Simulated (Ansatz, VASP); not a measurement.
# TaAs: VASP beside Ansatz

```
Ta As
1.0
     3.37212    0.00000    0.00000
    -1.68606    2.92034    0.00000
     0.00000    0.00000    3.45489
Ta As
1 1
Cartesian
  0.0000 1.9469 1.7274
  0.0000 0.0000 0.0000
```

Alike in both runs: functional PBEsol; k mesh 12 × 12 × 12; occupations gaussian, width 0.1 eV; no spin polarisation.

Ansatz relaxed the structure, and its values are those at the end. VASP's run is a single point on that final structure, the one shown.

```csv
,VASP,Ansatz
version,VASP 6.6.1,Ansatz 0.2.0
potentials or method,"VASP PAW PBE potentials, release 64 (Ta_pv, As), cutoff 520 eV","scalar-relativistic, plane waves, PAW"
valence electrons in the cell,16,28
```

Ansatz gave:

* gap on the k mesh at the Fermi level (eV): none
* pressure (GPa): -0.1

**Question.** What did VASP give for the same quantities?

**Answer.** gap on the k mesh at the Fermi level (eV): none; pressure (GPa): 0.6.

VASP's potentials were made for PBE, not for PBEsol. A gap of «none» marks a metal or a gap that the smearing closes. VASP's potentials hold 16 valence electrons a cell and Ansatz's 28, so a difference there can come from the potentials and not from the codes.

Neither program's run includes spin-orbit coupling.
